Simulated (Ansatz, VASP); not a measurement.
CuAu3: VASP beside Ansatz

```
Cu Au
1.0
     3.92972    0.00000    0.00000
     0.00000    3.92972    0.00000
     0.00000    0.00000    3.92972
Cu Au
1 3
Direct
  0.00000 0.00000 0.00000
  0.00000 0.50000 0.50000
  0.50000 0.00000 0.50000
  0.50000 0.50000 0.00000
```

Alike in both runs: functional r2SCAN; k mesh 8 × 8 × 8; occupations fermi-dirac, width 0.1 eV; no spin polarisation.

Ansatz relaxed the structure, and its values are those at the end. VASP's run is a single point on that final structure, the one shown.

```csv
,VASP,Ansatz
version,VASP 6.6.1,Ansatz 0.2.0
potentials or method,"VASP PAW PBE potentials, release 64 (Cu, Au), cutoff 520 eV",PAW plane waves
valence electrons in the cell,44,76
```

|  | VASP | Ansatz | Ansatz less VASP |
| --- | --- | --- | --- |
| pressure (GPa) | 11.9 | 11.4 | -0.48 |

VASP's potentials were made for PBE, not for r2SCAN. VASP's potentials hold 44 valence electrons a cell and Ansatz's 76, so a difference there can come from the potentials and not from the codes. Ansatz's warnings: stress scf threshold loose.

Neither program's run includes spin-orbit coupling.
